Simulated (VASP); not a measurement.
# VSi63 (a cell with a defect) in VASP: further runs, part 2 of 2

VASP 6.6.1.

### Step 3. Single point, PBEsol, collinear spin, ferromagnetic start

Input file INCAR:

```
SYSTEM = VSi63
  PREC = Accurate
  ENCUT = 400
  EDIFF = 1E-6
  ISMEAR = -1
  SIGMA = 0.05
  LREAL = Auto
  LASPH = .TRUE.
  NELM = 200
  ALGO = Normal
  ISIF = 2
  LWAVE = .FALSE.
  LCHARG = .FALSE.
  ISPIN = 2
  MAGMOM = 0 0 0 0 0 0 0 0 0 0 0 0 0 0 0 0 0 0 0 0 0 0 0 0 0 0 0 0 0 0 0 0 0 0 0 0 0 0 0 0 0 0 0 0 0 0 0 0 0 0 0 0 0 0 0 0 0 0 0 0 0 0 0 4
  LORBIT = 11
  LMAXMIX = 4
  GGA = PS
  NBANDS = 174
  NELECT = 266.0
  ISYM = -1
  GGA_COMPAT = .FALSE.
```

Input file KPOINTS:

```
explicit points
1
Reciprocal
  0.25000000   0.25000000   0.25000000 1
```

Input file POSCAR:

```
VSi63
1.0
   10.8655790000      0.0000000000      0.0000000000
    0.0000000000     10.8655790000      0.0000000000
    0.0000000000      0.0000000000     10.8655790000
Si V
63 1
Direct
    0.9999320000      0.0001480000      0.0004810000
    0.9990230000      0.9995400000      0.5008880000
    0.9991100000      0.5006120000      0.9997180000
    0.9993250000      0.4998730000      0.5001260000
    0.5002170000      0.9994610000      0.9997220000
    0.4996320000      0.9995560000      0.5001300000
    0.4996190000      0.4998650000      0.9998690000
    0.1252990000      0.1254720000      0.1257320000
    0.1239540000      0.1240610000      0.6250530000
    0.1240060000      0.6247020000      0.1243880000
    0.1246360000      0.6250000000      0.6251690000
    0.6246230000      0.1240670000      0.1243660000
    0.6247690000      0.1248710000      0.6251600000
    0.6247960000      0.6249240000      0.1251470000
    0.6245380000      0.6246220000      0.6249870000
    0.2503290000      0.2506840000      0.0008180000
    0.2486550000      0.2488490000      0.5016990000
    0.2501460000      0.7498730000      0.0005000000
    0.2485420000      0.7510740000      0.5006530000
    0.7496840000      0.2503100000      0.0004820000
    0.7505420000      0.2490480000      0.5006060000
    0.7494970000      0.7499320000      0.0000120000
    0.7495170000      0.7497420000      0.5019870000
    0.3755180000      0.3755700000      0.1263350000
    0.3717970000      0.3719160000      0.6297740000
    0.3754700000      0.8761740000      0.1248900000
    0.3753920000      0.8746840000      0.6260130000
    0.8760720000      0.3755840000      0.1248350000
    0.8744940000      0.3755400000      0.6260030000
    0.8748870000      0.8749960000      0.1256440000
    0.8747720000      0.8749300000      0.6250560000
    0.2503630000      0.0005260000      0.2508540000
    0.2502090000      0.0002510000      0.7501590000
    0.2487750000      0.5014040000      0.2492030000
    0.2486440000      0.5004090000      0.7511000000
    0.7497060000      0.0002530000      0.2506290000
    0.7495880000      0.9997390000      0.7500330000
    0.7506880000      0.5002970000      0.2491460000
    0.7496110000      0.5016920000      0.7500720000
    0.3754440000      0.1259940000      0.3758960000
    0.3754110000      0.1246500000      0.8765440000
    0.3717100000      0.6295970000      0.3723750000
    0.3753620000      0.6257110000      0.8749370000
    0.8759320000      0.1246800000      0.3759610000
    0.8748930000      0.1252720000      0.8752820000
    0.8744470000      0.6257340000      0.3758060000
    0.8747000000      0.6248510000      0.8753300000
    0.0003880000      0.2505460000      0.2508810000
    0.0001190000      0.2503410000      0.7501130000
    0.0001600000      0.7498100000      0.2506420000
    0.9995430000      0.7497900000      0.7501260000
    0.5013680000      0.2488200000      0.2491910000
    0.5002710000      0.2488500000      0.7511950000
    0.5002670000      0.7508440000      0.2492110000
    0.5015240000      0.7497240000      0.7500070000
    0.1258130000      0.3756790000      0.3759430000
    0.1242760000      0.3757730000      0.8765410000
    0.1241840000      0.8764320000      0.3759910000
    0.1250920000      0.8751050000      0.8753400000
    0.6289270000      0.3723190000      0.3724370000
    0.6255140000      0.3756200000      0.8749950000
    0.6255410000      0.8747190000      0.3758670000
    0.6244310000      0.8751050000      0.8752450000
    0.4956100000      0.4962420000      0.4965150000
```

Potentials or basis: VASP PAW PBE potentials, release 64 (Si, V_sv).

On the command line:

```
> cat potpaw_PBE.64/Si/POTCAR potpaw_PBE.64/V_sv/POTCAR > POTCAR
> mpirun -np 1 vasp_std > vasp.out
```

It took 9.3 min on 1 thread of Intel Xeon Platinum 8488C (Sapphire Rapids), shared host; peak memory 1.1 GiB.

The run converged. Its results:

- Free energy: -362.8507 eV
- Largest force: 0.013 eV/Å
- Net moment: -2.00 μB per cell
- Site moments: Si +0.00, -0.00, +0.03, -0.01 (each value once); V -1.64 μB
- Valence electrons inside the program's atomic spheres: Si 1.69, 1.70, 1.73 (each value once); V 11.61

Forces on the atoms (eV/Å):
```
Si   0.001  0.001 -0.001
Si   0.004 -0.002  0.000
Si   0.003  0.000  0.003
Si  -0.004  0.002  0.000
Si   0.003 -0.001  0.001
Si   0.001  0.000  0.000
Si   0.002  0.002 -0.001
Si  -0.002 -0.001 -0.001
Si   0.000  0.004 -0.003
Si   0.000  0.000  0.002
Si   0.000 -0.002  0.002
Si  -0.001  0.002  0.001
Si  -0.001  0.001  0.001
Si  -0.002  0.000 -0.002
Si   0.005  0.008  0.006
Si  -0.001 -0.001  0.000
Si   0.004  0.002  0.002
Si   0.000 -0.002  0.004
Si   0.003 -0.003  0.002
Si  -0.001  0.001  0.003
Si  -0.002  0.003  0.001
Si   0.001 -0.001  0.001
Si   0.000 -0.003  0.002
Si  -0.001  0.001 -0.001
Si  -0.002 -0.001 -0.001
Si  -0.002  0.000  0.000
Si  -0.001 -0.001 -0.002
Si  -0.001 -0.001  0.001
Si   0.001  0.000 -0.002
Si   0.001  0.001  0.000
Si   0.000  0.003 -0.004
Si   0.000 -0.001  0.001
Si  -0.004  0.003  0.000
Si   0.002  0.003  0.001
Si   0.004  0.000  0.001
Si  -0.001  0.000  0.001
Si   0.000 -0.001  0.003
Si  -0.003  0.003  0.004
Si  -0.003  0.003 -0.003
Si   0.001 -0.001  0.000
Si   0.000  0.000  0.000
Si  -0.001 -0.001 -0.004
Si  -0.001  0.000 -0.001
Si   0.001  0.001 -0.002
Si  -0.001  0.003  0.000
Si   0.001 -0.004  0.000
Si   0.003 -0.004  0.000
Si   0.000  0.001  0.000
Si   0.000 -0.001  0.002
Si  -0.002  0.000  0.000
Si  -0.001  0.002 -0.001
Si  -0.002  0.005  0.002
Si  -0.002  0.004 -0.002
Si  -0.003 -0.001  0.002
Si   0.004 -0.003 -0.002
Si  -0.002 -0.002 -0.001
Si   0.001 -0.001 -0.002
Si   0.003 -0.002 -0.004
Si   0.002 -0.002  0.001
Si   0.008 -0.008 -0.006
Si   0.002 -0.002  0.000
Si  -0.003  0.000 -0.001
Si  -0.003 -0.001  0.001
V   -0.008 -0.006 -0.005
```

Levels at points of the mesh, in eV from the Fermi level:
Spin up:
| k point | band 128 | band 129 | band 130 | band 131 | band 132 | band 133 | band 134 | band 135 | band 136 | band 137 |
| --- | --- | --- | --- | --- | --- | --- | --- | --- | --- | --- |
| (0.25, 0.25, 0.25) | -1.11 | -0.93 | -0.93 | -0.61 | -0.61 | 0.35 | 0.35 | 0.47 | 0.78 | 0.84 |
Spin down:
```tsv
k point	band 131	band 132	band 133	band 134	band 135	band 136	band 137	band 138
(0.25, 0.25, 0.25)	-0.75	-0.75	-0.34	-0.34	0.41	0.44	0.44	0.52
```

Caveat: the cell carries a net charge on a neutralising background, which shifts energy and pressure; the cell is charged against a uniform background, so pressure and absolute levels hang on convention; the PAW data sets were made with another functional, which shifts forces and pressure a little.
